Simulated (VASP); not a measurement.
Write the native input for VASP 6.6.1 that does the following.

```
Task                   : relaxation of cell and atoms
Functional             : r2SCAN
Potentials or basis    : VASP PAW PBE potentials, release 64 (Pt)
Cutoff                 : 550 eV
k mesh                 : 18 × 18 × 18
Occupations            : fermi-dirac, width 0.05 eV
Spin                   : no spin polarisation
Dipole correction      : no
Further INCAR settings : ALGO = Normal; EDIFF = 1e-07; IBRION = 2; EDIFFG = -0.01; NSW = 60; ISIF = 3
```

Crystal: Pt.

```xyz
1
Lattice="0.0000 1.9600 1.9600 1.9600 0.0000 1.9600 1.9600 1.9600 0.0000" Properties=species:S:1:pos:R:3 pbc="T T T"
Pt    0.0000    0.0000    0.0000
```

These files were run (other wordings do the same):

POSCAR

```
Pt
1.0
    0.0000000000      1.9600000000      1.9600000000
    1.9600000000      0.0000000000      1.9600000000
    1.9600000000      1.9600000000      0.0000000000
Pt
1
Direct
    0.0000000000      0.0000000000      0.0000000000
```

INCAR.step1

```
SYSTEM = Pt
ALGO = Normal
EDIFF = 1E-5
EDIFFG = -0.005
ENCUT = 550
GGA = PE
GGA_COMPAT = .False.
IBRION = 2
ISIF = 3
ISMEAR = -1
LASPH = .True.
LCHARG = .False.
LREAL = .False.
LWAVE = .True.
NELM = 120
NELMIN = 4
NSW = 100
PREC = Accurate
SIGMA = 0.05
```

INCAR.step2

```
SYSTEM = Pt
ALGO = Normal
EDIFF = 1E-7
EDIFFG = -0.01
ENCUT = 550
GGA_COMPAT = .False.
IBRION = 2
ISIF = 3
ISMEAR = -1
ISTART = 1
LASPH = .True.
LCHARG = .False.
LMIXTAU = .True.
LREAL = .False.
LWAVE = .False.
METAGGA = R2SCAN
NELM = 120
NELMIN = 4
NSW = 60
PREC = Accurate
SIGMA = 0.05
```

KPOINTS

```
k-points
0
Gamma
  18 18 18
  0 0 0
```

Potentials or basis: VASP PAW PBE potentials, release 64 (Pt).

Launch:

```console
$ cat potpaw_PBE.64/Pt/POTCAR > POTCAR
$ cp INCAR.step1 INCAR
$ mpirun -np 1 vasp_std > vasp.out
$ cp INCAR.step2 INCAR
$ mpirun -np 1 vasp_std > vasp.out
```

It gave:

```json
{"Relaxed volume": "15.34 Å³/atom", "Relaxed cell": "a = 2.789 Å, b = 2.789 Å, c = 2.789 Å, α = 60.00°, β = 60.00°, γ = 60.00°", "Space group after relaxing (to 0.1 Å)": "Fm-3m (No. 225)", "Energy gained by relaxing": "4.3 meV/atom", "Ionic steps": "3", "Pressure after relaxing": "-0.1 GPa", "Band gap on the k mesh": "zero (bands 5 and 6 overlap by 2.31 eV)"}
```

Caveat: the PAW data sets were made with another functional, which shifts forces and pressure a little; spin-orbit coupling is left out, which moves the levels of the heavy elements.

Run time: 6.1 min on 1 thread of AMD EPYC 7R13 Processor (Zen 3) (shared host), peak memory 0.15 GiB.
